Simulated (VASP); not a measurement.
Runs of VASP 6.6.1 on MgBe2S3. The structure is that of space group Cmmm (No. 65), or close to it. The cells are those of the table. 

| task | cell | k mesh | cutoff (eV) | gap on the mesh (eV) | pressure (GPa) | relaxed volume (Å³/atom) | largest force (eV/Å) |
| --- | --- | --- | --- | --- | --- | --- | --- |
| single point | a = 5.275, b = 5.275, c = 4.188 Å, angles 90.0, 90.0, 118.5°, 6 atoms | 4 × 4 × 4 | 520 | none | (a) | - | (b) |
| relaxation of cell and atoms | relaxed from a = 5.275, b = 5.275, c = 4.188 Å, angles 90.0, 90.0, 118.5°, 6 atoms | 4 × 4 × 4 | 600 | none | 0.0 | 18.14 | 0.02 |
| single point | a = 7.653, b = 7.653, c = 3.100 Å, angles 90.0, 90.0, 146.3°, 6 atoms | 4 × 4 × 4 | 520 | none | -0.2 | - | 0.02 |
| single point | a = 7.693, b = 7.693, c = 3.131 Å, angles 90.0, 90.0, 146.9°, 6 atoms | 10 × 10 × 12 | 520 | none | -0.1 | - | - |
| relaxation of cell and atoms | relaxed from a = 7.653, b = 7.653, c = 3.100 Å, angles 90.0, 90.0, 146.3°, 6 atoms | 4 × 4 × 6 | 600 | none | -0.2 | 16.84 | - |
| single point | a = 7.647, b = 7.647, c = 3.123 Å, angles 90.0, 90.0, 146.4°, 6 atoms | 4 × 4 × 6 | 520 | none | -0.1 | - | 0.04 |

Alike in all rows: level PBE; potentials or basis VASP PAW PBE potentials, release 64 (Mg, Be, S); no spin polarisation; smearing gaussian 0.1 eV.

Q: Fill in the values left out.

A: (a) -5.8; (b) 1.61.

Caveats: some runs use coarse meshes; forces of over 1 eV/Å act on the atoms, so gaps and moduli don't describe the material at rest (some runs).

A gap of «none» marks levels without a gap at the run's occupations.
